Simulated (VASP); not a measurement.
# Al (P6_3/mmc) in VASP: notebook

Al is run at these levels: LDA; tasks: single point.

Everything below comes from runs of VASP 6.6.1. Logs are shortened: lines on timing, memory, paths and dates and some standing lists are left out, and cuts for length are marked.

## Step 1: The cell of the first run

The structure is hexagonal, space group P6_3/mmc (No. 194). Conventional cell: a = 2.753 Å, b = 2.753 Å, c = 4.311 Å, α = 90.00°, β = 90.00°, γ = 120.00°. Within 3.5 Å of Al (site symmetry -6m2) lie 12 Al at 2.68 to 2.75 Å.

## Step 2: Single point, LDA

File INCAR:

```
ALGO = Normal
EDIFF = 1E-7
ENCUT = 520
GGA = CA
ISIF = 2
ISMEAR = 0
LASPH = True
LCHARG = False
LREAL = False
LWAVE = False
NBANDS = 10
NELM = 80
PREC = Accurate
SIGMA = 0.15
```

File KPOINTS:

```
k-points
0
Gamma
  18 18 10
```

File POSCAR:

```
Al
1.0
    2.7534000000      0.0000000000      0.0000000000
   -1.3767000000      2.3845143468      0.0000000000
    0.0000000000      0.0000000000      4.3113000000
Al
2
Direct
    0.6666666667      0.3333333333      0.7500000000
    0.3333333333      0.6666666667      0.2500000000
```

Potentials or basis: VASP PAW LDA potentials, release 64 (Al).

Launch:

```sh
$ cat potpaw_LDA.64/Al/POTCAR > POTCAR
$ mpirun -np 1 vasp_std > vasp.out
```

OUTCAR:

```text
EDIFF = 1E-7
   ENCUT = 520
   GGA = CA
   ISIF = 2
   ISMEAR = 0
   LASPH = True
   LREAL = False
   NELM = 80
   PREC = Accurate

 ion  position               nearest neighbor table
   1  0.667  0.333  0.750-   2 2.68   2 2.68   2 2.68   2 2.68   2 2.68   2 2.68
   2  0.333  0.667  0.250-   1 2.68   1 2.68   1 2.68   1 2.68   1 2.68   1 2.68

  LATTYP: Found a hexagonal cell.
 ALAT       =     2.7534000000
 C/A-ratio  =     1.5658095446

  Lattice vectors:

 A1 = (   2.7534000000,   0.0000000000,   0.0000000000)
 A2 = (  -1.3767000000,   2.3845143468,   0.0000000000)
 A3 = (   0.0000000000,   0.0000000000,   4.3113000000)

Analysis of symmetry for initial positions (statically):
=====================================================================
 Subroutine PRICEL returns:
 Original cell was already a primitive cell.

 Routine SETGRP: Setting up the symmetry group for a
 hexagonal supercell.

 Subroutine GETGRP returns: Found 24 space group operations
 (whereof 12 operations were pure point group operations)
 out of a pool of 24 trial point group operations.

The static configuration has the point symmetry D_3d.
 The point group associated with its full space group is D_6h.

Analysis of symmetry for dynamics (positions and initial velocities):
=====================================================================
 Subroutine PRICEL returns:
 Original cell was already a primitive cell.

 Routine SETGRP: Setting up the symmetry group for a
 hexagonal supercell.

 Subroutine GETGRP returns: Found 24 space group operations
 (whereof 12 operations were pure point group operations)
 out of a pool of 24 trial point group operations.

The dynamic configuration has the point symmetry D_3d.
 The point group associated with its full space group is D_6h.

 Subroutine INISYM returns: Found 24 space group operations
 (whereof 12 operations are pure point group operations),
 and found     1 'primitive' translations

----------------------------------------------------------------------------------------

                                     Primitive cell

  volume of cell :      28.3059

  direct lattice vectors                    reciprocal lattice vectors
     2.753400000  0.000000000  0.000000000     0.363187332  0.209686304  0.000000000
    -1.376700000  2.384514347  0.000000000     0.000000000  0.419372608  0.000000000
     0.000000000  0.000000000  4.311300000     0.000000000  0.000000000  0.231948600

  length of vectors
     2.753400000  2.753400000  4.311300000     0.419372608  0.419372608  0.231948600

  position of ions in fractional coordinates (direct lattice)
     0.666666667  0.333333333  0.750000000
     0.333333333  0.666666667  0.250000000

  ion indices of the primitive-cell ions
   primitive index   ion index
                 1           1
                 2           2

----------------------------------------------------------------------------------------

 KPOINTS: k-points

Automatic generation of k-mesh.
 Grid dimensions read from file:
 generate k-points for:   18   18   10

 Generating k-lattice:

  Cartesian coordinates                     Fractional coordinates (reciprocal lattice)
     0.020177074  0.011649239  0.000000000     0.055555556  0.000000000  0.000000000
     0.000000000  0.023298478  0.000000000     0.000000000  0.055555556  0.000000000
     0.000000000  0.000000000  0.023194860     0.000000000  0.000000000  0.100000000

  Length of vectors
     0.023298478  0.023298478  0.023194860

  Shift w.r.t. Gamma in fractional coordinates (k-lattice)
     0.000000000  0.000000000  0.000000000

 Subroutine IBZKPT returns following result:
 ===========================================

 Found    222 irreducible k-points:

 Following reciprocal coordinates:
            Coordinates               Weight
  0.000000  0.000000  0.000000      1.000000
  0.055556 -0.000000  0.000000      6.000000
  0.111111 -0.000000  0.000000      6.000000
  0.166667  0.000000  0.000000      6.000000
  0.222222 -0.000000  0.000000      6.000000
  0.277778  0.000000  0.000000      6.000000
[... 16 lines left out ...]
  0.333333  0.111111  0.000000     12.000000
  0.388889  0.111111  0.000000     12.000000
 [... further k-points ...]
   k-points           NKPTS =    222   k-points in BZ     NKDIM =    222   number of bands    NBANDS=     10
   number of dos      NEDOS =    301   number of ions     NIONS =      2
   total plane-waves  NPLWV =  12800
   dimension x,y,z NGX =    20 NGY =   20 NGZ =   32
   dimension x,y,z NGXF=    40 NGYF=   40 NGZF=   64
   ions per type =               2
   NGX,Y,Z   is equivalent  to a cutoff of  12.08, 12.08, 12.34 a.u.
   NGXF,Y,Z  is equivalent  to a cutoff of  24.15, 24.15, 24.68 a.u.
 SYSTEM =  unknown system
   PREC   = accura    normal or accurate (medium, high low for compatibility)
   ISTART =      0    job   : 0-new  1-cont  2-samecut
   ICHARG =      2    charge: 1-file 2-atom 10-const
   ISPIN  =      1    spin polarized calculation?
   LNONCOLLINEAR =      F non collinear calculations
   LSORBIT =      F    spin-orbit coupling
   LASPH  =      T    aspherical Exc in radial PAW
   ENCUT  =  520.0 eV  38.22 Ry    6.18 a.u.   5.12  5.12  8.02*2*pi/ulx,y,z
   NELM   =     80;   NELMIN=  2; NELMDL= -5     # of ELM steps
   EDIFF  = 0.1E-06   stopping-criterion for ELM
   LREAL  =      F    real-space projection
   EDIFFG = 0.1E-05   stopping-criterion for IOM
   NSW    =      0    number of steps for IOM
   IBRION =     -1    ionic relax: 0-MD 1-quasi-New 2-CG
   NFREE  =      0    steps in history (QN), initial steepest desc. (CG)
   ISIF   =      2    stress and relaxation
   ISYM   =      2    0-nonsym 1-usesym 2-fastsym
   POTIM  = 0.5000    time-step for ionic-motion
   TEBEG  =    0.0;   TEEND  =   0.0 temperature during run
   PSTRESS=    0.0 pullay stress
   NELECT =       6.0000    total number of electrons
   NUPDOWN=      -1.0000    fix difference up-down
   EMIN   =  10.00;   EMAX   =-10.00  energy-range for DOS
   EFERMI =   0.00;   METHOD = LEGACY
   ISMEAR =     0;   SIGMA  =   0.15  broadening in eV -4-tet -1-fermi 0-gaus
   EFERMI_NEDOS =   21; number of points for ismear=-14 and -15
   IALGO  =     38    algorithm
   IMIX   =      4    mixing-type and parameters
     AMIX     =   0.40;   BMIX     =  1.00
     AMIX_MAG =   1.60;   BMIX_MAG =  1.00
  volume/ion in A,a.u.               =      14.15        95.51
  Fermi-wavevector in a.u.,A,eV,Ry     =   0.976111  1.844583 12.963544  0.952794
  Thomas-Fermi vector in A             =   2.106704
   LORBIT       =      0    0 simple, 1 ext, 2 COOP (PROOUT), +10 PAW based schemes
   GGA     = CA    functional components
   LHFCALC =     F    Hartree Fock is set to
   AEXX    =    0.0000 exact exchange contribution
   IVDW    =     0    specifies the selected vdW correction
   LEPSILON=     F    determine dielectric tensor
   LRPA    =     F    only Hartree local field effects (RPA)
 non-spin polarized calculation
 Gauss-broadening in eV      SIGMA  =   0.15
  energy-cutoff  :      520.00
  volume of cell :       28.31
 maximum number of plane-waves:       780
   NGX = 11   NGY = 11   NGZ = 17

 number of electron       6.0000000 magnetization

 Free energy of the ion-electron system (eV)
  ---------------------------------------------------
  ext. energy  EPLUGINS =         0.00000000
  ---------------------------------------------------
  free energy    TOTEN  =        -8.17492896 eV

  energy without entropy =       -8.16608327  energy(sigma->0) =       -8.17050611

 E-fermi :   9.4791     XC(G=0): -10.9243

 val. band max:        9.4712308647   @ k =   0.2778   0.2222   0.3000
 cond. band min:       9.4832660590   @ k =   0.3333   0.2222   0.1000
 fundamental gap:      0.0120351943
 Fermi energy:         9.4791001205

 k-point     1 :       0.0000    0.0000    0.0000
  band No.  band energies     occupation
      1      -2.7227      2.00000
      2       4.5825      2.00000
      3       5.4150      2.00000
      4      20.5067      0.00000
      5      20.5067      0.00000
      6      20.7041      0.00000
      7      20.7041      0.00000
      8      22.7464      0.00000
      9      24.4355      0.00000
     10      26.0710      0.00000

 k-point     2 :       0.0556   -0.0000    0.0000
  band No.  band energies     occupation
      1      -2.6426      2.00000
      2       4.6552      2.00000
      3       5.4915      2.00000
      4      18.7936      0.00000
      5      19.4660      0.00000
      6      20.7432      0.00000
      7      21.8727      0.00000
      8      23.5467      0.00000
      9      24.9743      0.00000
     10      25.1347      0.00000

 k-point     3 :       0.1111   -0.0000    0.0000
  band No.  band energies     occupation
      1      -2.4029      2.00000
      2       4.8736      2.00000
      3       5.7196      2.00000
      4      16.6142      0.00000
      5      18.4666      0.00000
      6      19.8999      0.00000
      7      23.0262      0.00000
      8      23.2280      0.00000
      9      23.7018      0.00000
     10      24.8751      0.00000

 k-point     4 :       0.1667    0.0000    0.0000
  band No.  band energies     occupation
      1      -2.0043      2.00000
      2       5.2376      2.00000
      3       6.0938      2.00000
      4      14.4532      0.00000
      5      17.6011      0.00000
      6      18.8963      0.00000
      7      20.9492      0.00000
      8      22.2454      0.00000
      9      23.9548      0.00000
     10      24.1700      0.00000
[... 222 lines left out ...]
 k-point    22 :       0.2778    0.1111    0.0000
  band No.  band energies     occupation
      1       0.3590      2.00000
      2       7.4226      2.00000
      3       7.7148      2.00000
      4       9.3459      1.79096
      5      12.6819      0.00000
      6      15.3522      0.00000
      7      16.7148      0.00000
      8      19.4571      0.00000
      9      20.5781      0.00000
     10      21.0258      0.00000

 k-point    23 :       0.3333    0.1111    0.0000
  band No.  band energies     occupation
      1       1.3681      2.00000
      2       6.6872      2.00000
      3       8.3660      2.00000
      4       9.5571      0.46200
      5      12.2610      0.00000
      6      13.6954      0.00000
      7      15.3079      0.00000
      8      19.0640      0.00000
      9      20.2700      0.00000
     10      20.6688      0.00000

 k-point    24 :       0.3889    0.1111    0.0000
  band No.  band energies     occupation
      1       2.5204      2.00000
      2       5.2195      2.00000
      3       9.4381      1.30087
      4      10.3834      0.00000
      5      11.8840      0.00000
      6      12.1904      0.00000
      7      14.1878      0.00000
      8      18.8305      0.00000
      9      20.0824      0.00000
     10      20.4533      0.00000

 [... further k-points ...]

------------------------ aborting loop because EDIFF is reached ----------------------------------------

  FORCE on cell =-STRESS in cart. coord.  units (eV):
  Direction    XX          YY          ZZ          XY          YZ          ZX
  --------------------------------------------------------------------------------------
  -------------------------------------------------------------------------------------
  Total        1.9223259      1.9223259      2.9477215     -0.0000000      0.0000000      0.0000000
  in kB      108.8078208    108.8078208    166.8474387     -0.0000000      0.0000000      0.0000000
  external PRESSURE =     128.1543601 kB  Pullay stress =       0.0000000 kB

 VOLUME and BASIS-vectors are now :
 -----------------------------------------------------------------------------
  energy-cutoff  :      520.00
  volume of cell :       28.31
      direct lattice vectors                 reciprocal lattice vectors
     2.753400000  0.000000000  0.000000000     0.363187332  0.209686304  0.000000000
    -1.376700000  2.384514347  0.000000000     0.000000000  0.419372608  0.000000000
     0.000000000  0.000000000  4.311300000     0.000000000  0.000000000  0.231948600

 POSITION                                       TOTAL-FORCE (eV/Angst)
 -----------------------------------------------------------------------------------
      1.37670      0.79484      3.23348         0.000000     -0.000000      0.000000
     -0.00000      1.58968      1.07783        -0.000000      0.000000      0.000000
 -----------------------------------------------------------------------------------
    total drift:                                0.000000     -0.000000      0.000000

  FREE ENERGIE OF THE ION-ELECTRON SYSTEM (eV)
  ---------------------------------------------------
  free  energy   TOTEN  =        -8.1749289591 eV

  energy  without entropy=       -8.1660832684  energy(sigma->0) =       -8.17050611
```

Run time: 43 s. Hardware: 1 thread of Intel Xeon 8259CL, shared host; peak memory 0.16 GiB.

What came out:

* Free energy: -8.1749 eV
* Pressure: 12.8 GPa
* Band gap on the k mesh: zero (band 3 reaches 14.60 eV, above the bottom of band 4 at 5.98 eV)

Levels at points of the mesh, in eV from the Fermi level:
```tsv
k point	band 1	band 2	band 3	band 4	band 5	band 6	band 7	band 8
(0.00, 0.00, 0.00)	-12.20	-4.90	-4.06	11.03	11.03	11.22	11.22	13.27
(0.50, 0.00, 0.00)	-5.95	-5.84	0.66	1.44	1.83	2.34	5.74	8.03
(0.00, 0.00, 0.50)	-10.23	-10.23	4.62	4.62	12.16	12.16	12.16	12.16
(0.50, 0.00, 0.50)	-4.45	-4.45	-3.49	-3.49	7.37	7.37	7.97	7.97
```

## Step 3: Single point, LDA

This run uses another cell than the first one, of 14.25 Å³/atom, 1.007 times its volume.

File INCAR:

```
SYSTEM = Al
PREC = Accurate
ENCUT = 520
EDIFF = 1E-6
ISMEAR = 0
SIGMA = 0.15
LREAL = .FALSE.
LASPH = .TRUE.
NELM = 100
ALGO = Fast
ISIF = 2
LWAVE = .FALSE.
LCHARG = .FALSE.
NBANDS = 10
```

File KPOINTS:

```
Automatic mesh
0
G
  18 18 10
  0 0 0
```

File POSCAR:

```
Al
1.0
    2.7184000000      0.0000000000      0.0000000000
   -1.3592000000      2.3542034577      0.0000000000
    0.0000000000      0.0000000000      4.4519000000
Al
2
Direct
    0.6666666667      0.3333333333      0.7500000000
    0.3333333333      0.6666666667      0.2500000000
```

Potentials or basis: VASP PAW LDA potentials, release 64 (Al).

Launch:

```sh
$ cat potpaw_LDA.64/Al/POTCAR > POTCAR
$ mpirun -np 1 vasp_std > vasp.out
```

Run time: 62 s. Hardware: 1 thread of Intel Xeon 8259CL, shared host; peak memory 0.16 GiB.

Results (log left out):

```yaml
Free_energy: -8.2029 eV
Pressure: 11.7 GPa
Band_gap_on_the_k_mesh: zero (band 3 reaches 13.79 eV, above the bottom of band 4 at 6.01 eV)
```

Stress tensor (GPa, compression positive):
```
11.78  0.00  0.00
 0.00 11.78  0.00
 0.00  0.00 11.57
```

Levels at points of the mesh, in eV from the Fermi level:
```csv
k point,band 1,band 2,band 3,band 4,band 5,band 6,band 7
"(0.00, 0.00, 0.00)",-12.16,-5.18,-4.66,11.75,11.75,11.79,11.79
"(0.50, 0.00, 0.00)",-5.72,-5.69,0.59,1.33,1.35,2.04,6.29
"(0.00, 0.00, 0.50)",-10.32,-10.32,3.66,3.66,12.68,12.68,12.68
"(0.50, 0.00, 0.50)",-4.37,-4.37,-3.40,-3.40,7.82,7.82,7.90
```

## Step 4: Single point, LDA

This run uses another cell than the first one, of 14.34 Å³/atom, 1.013 times its volume.

File INCAR:

```
SYSTEM = Al
  ALGO = Normal
  EDIFF = 1E-6
  ENCUT = 520
  GGA = CA
  ISIF = 2
  ISMEAR = 0
  LASPH = .True.
  LCHARG = .False.
  LREAL = .False.
  LWAVE = .False.
  NBANDS = 10
  NELM = 80
  PREC = Accurate
  SIGMA = 0.15
```

File KPOINTS:

```
k-points
0
Gamma
  18 18 10
  0 0 0
```

File POSCAR:

```
Al
1.0
    2.6063000000      0.0000000000      0.0000000000
   -1.3031500000      2.2571220099      0.0000000000
    0.0000000000      0.0000000000      4.8737000000
Al
2
Direct
    0.6666666667      0.3333333333      0.7500000000
    0.3333333333      0.6666666667      0.2500000000
```

Launch:

```sh
$ cat potpaw_LDA.64/Al/POTCAR > POTCAR
$ mpirun -np 1 vasp_std > vasp.out
```

Run time: 53 s. Hardware: 1 thread of Intel Xeon 8259CL, shared host; peak memory 0.16 GiB.

The run converged. Its results:

| Item | Value |
| --- | --- |
| Free energy | -8.1004 eV |
| Pressure | 13.8 GPa |
| Band gap on the k mesh | zero (band 3 reaches 12.40 eV, above the bottom of band 4 at 6.31 eV) |

Stress tensor (GPa, compression positive):
```
19.51  0.00  0.00
 0.00 19.51  0.00
 0.00  0.00  2.45
```

Levels at points of the mesh, in eV from the Fermi level:
```
           k point  band 1  band 2  band 3  band 4  band 5  band 6
(0.00, 0.00, 0.00)  -12.06   -6.23   -5.76   10.22   11.32   13.61
(0.50, 0.00, 0.00)   -5.18   -4.97    0.23    0.72    1.25    1.29
(0.00, 0.00, 0.50)  -10.52  -10.52    1.26    1.26   14.32   14.32
(0.50, 0.00, 0.50)   -4.10   -4.10   -2.96   -2.96    7.31    7.31
```

[end of part 1 of 2]
